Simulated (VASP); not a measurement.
Here is a VASP 6.6.1 calculation.

File INCAR:

```
ALGO = Normal
EDIFF = 1E-8
ENCUT = 520
ISIF = 2
ISMEAR = 0
LASPH = True
LCALCEPS = True
LCHARG = False
LMIXTAU = True
LREAL = False
LWAVE = False
METAGGA = R2SCAN
NELM = 80
PREC = Accurate
SIGMA = 0.01
```

The input KPOINTS:

```
k-points
0
Gamma
  6 6 6
```

POSCAR

```
TePb
1.0
    0.0000000000      3.2678368409      3.2678368409
    3.2678368409      0.0000000000      3.2678368409
    3.2678368409      3.2678368409      0.0000000000
Pb Te
1 1
Direct
    0.0000000000      0.0000000000      0.0000000000
    0.5000000000      0.5000000000      0.5000000000
```

Potentials or basis: VASP PAW PBE potentials, release 64 (Pb_d, Te).

Run with:

```console
$ cat potpaw_PBE.64/Pb_d/POTCAR potpaw_PBE.64/Te/POTCAR > POTCAR
$ mpirun -np 1 vasp_std > vasp.out
```

Task: What does it give for the electronic dielectric tensor (diagonal)?

Result: 21.97.

Task: Estimate the Born charges (mean of the diagonal).

Result: Pb +5.65; Te -5.65 e.

Task: Estimate the band gap on the k mesh.

Result: 1.09 eV.

Dipole moments of the cell (e·Å, modulo the quantum): ionic -19.607, -19.607, -19.607; electronic 0.001, 0.001, 0.081

Caveat: spin-orbit coupling is left out, which moves the levels of the heavy elements. A k mesh can miss the band edges.
